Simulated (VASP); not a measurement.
Here is a VASP 6.6.1 calculation.

The input INCAR:

```
PREC = Accurate
ENCUT = 520
EDIFF = 1E-7
ISMEAR = -1
SIGMA = 0.05
LREAL = F
LASPH = T
NELM = 80
ALGO = Normal
ISIF = 2
LWAVE = F
LCHARG = F
GGA = PE
IVDW = 12
NBANDS = 48
```

File KPOINTS:

```
Automatic mesh
0
Gamma
  8 8 2
```

Contents of POSCAR:

```
InSe
1.0
    4.0362282174      0.0000000000      0.0000000000
   -2.0181141087      3.4954761718      0.0000000000
    0.0000000000      0.0000000000     16.6197641750
In Se
4 4
Direct
    0.3333333333      0.6666666667      0.0840309077
    0.3333333333      0.6666666667      0.9159690923
    0.0000000000      0.0000000000      0.4159630076
    0.0000000000      0.0000000000      0.5840369924
    0.3333333333      0.6666666667      0.3387452148
    0.3333333333      0.6666666667      0.6612547852
    0.6666666667      0.3333333333      0.1613362999
    0.6666666667      0.3333333333      0.8386637001
```

Potentials or basis: VASP PAW PBE potentials, release 64 (In_d, Se).

Command:

```bash
$ cat potpaw_PBE.64/In_d/POTCAR potpaw_PBE.64/Se/POTCAR > POTCAR
$ mpirun -np 1 vasp_std > vasp.out
```

Question: What does it give for the pressure?

Answer: 0.0 GPa.

Question: What does it give for the largest force?

Answer: 0.014 eV/Å.

Forces on the atoms (eV/Å):
```
In   0.000  0.000 -0.012
In   0.000  0.000  0.012
In   0.000  0.000  0.012
In   0.000  0.000 -0.012
Se   0.000  0.000 -0.013
Se   0.000  0.000  0.013
Se   0.000  0.000  0.014
Se   0.000  0.000 -0.014
```
